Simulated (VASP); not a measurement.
A run of VASP 6.6.1:

Contents of INCAR:

```
PREC = Accurate ; ENCUT = 520
EDIFF = 1E-7 ; ISMEAR = 0
SIGMA = 0.05 ; LREAL = F
LASPH = T ; NELM = 80
ALGO = Normal ; ISIF = 2
LWAVE = F ; LCHARG = T
GGA = CA ; LELF = T
LVHAR = T ; NBANDS = 17
```

KPOINTS

```
Automatic mesh
0
Gamma
  9 9 9
```

File POSCAR:

```
LiHF2
1.0
    1.4427881604      0.8329941328      4.6543318617
   -1.4427881604      0.8329941328      4.6543318617
    0.0000000000     -1.6659882656      4.6543318617
Li H F
1 1 2
Direct
    0.0000000000      0.0000000000      0.0000000000
    0.5000000000      0.5000000000      0.5000000000
    0.4125119035      0.4125119035      0.4125119035
    0.5874880965      0.5874880965      0.5874880965
```

Potentials or basis: VASP PAW LDA potentials, release 64 (Li_sv, H, F).

The run is started by

```console
$ cat potpaw_LDA.64/Li_sv/POTCAR potpaw_LDA.64/H/POTCAR potpaw_LDA.64/F/POTCAR > POTCAR
$ mpirun -np 1 vasp_std > vasp.out
```

Hardware: 1 thread of Intel(R) Xeon(R) 6975P-C (Granite Rapids), on a shared host.

**Question.** How long does it take, and how much memory?

**Answer.** It took 63 s on 1 thread of Intel(R) Xeon(R) 6975P-C (Granite Rapids), on a shared host, peak memory 0.2 GiB. Counts: scf iterations 13, k points 85.
